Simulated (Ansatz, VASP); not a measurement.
## Two plane-wave programs on SnTe

```xyz
4
Lattice="5.3384 0.0000 0.0000 -2.6692 4.6232 0.0000 0.0000 0.0000 6.3668" Properties=species:S:1:pos:R:3 pbc="T T T"
Sn    0.0000    3.0822   -0.3614
Sn    2.6692    1.5411    2.8221
Te    0.0000    3.0822    2.7553
Te    2.6692    1.5411    5.9387
```

Change from the starting cell: volume scaled by 0.94, PAW files.

Alike in both runs: task single point; functional PBE; k mesh 9 × 9 × 5; occupations fermi-dirac, width 0.05 eV; no spin polarisation.

|  | VASP | Ansatz |
| --- | --- | --- |
| version | VASP 6.6.1 | Ansatz 0.2.0 |
| potentials or method | VASP PAW PBE potentials, release 64 (Sn_d, Te) | PAW with Ansatz's default frozen-core files, scalar-relativistic |
| plane-wave cutoff (eV) | 520 | 420 |
| valence electrons in the cell | 40 | 60 |

|  | VASP | Ansatz | Ansatz less VASP |
| --- | --- | --- | --- |
| pressure (GPa) | 1.7 | 1.8 | +0.01 |

VASP's potentials hold 40 valence electrons a cell and Ansatz's 60, so a difference there can come from the potentials and not from the codes.

Neither program's run includes spin-orbit coupling.
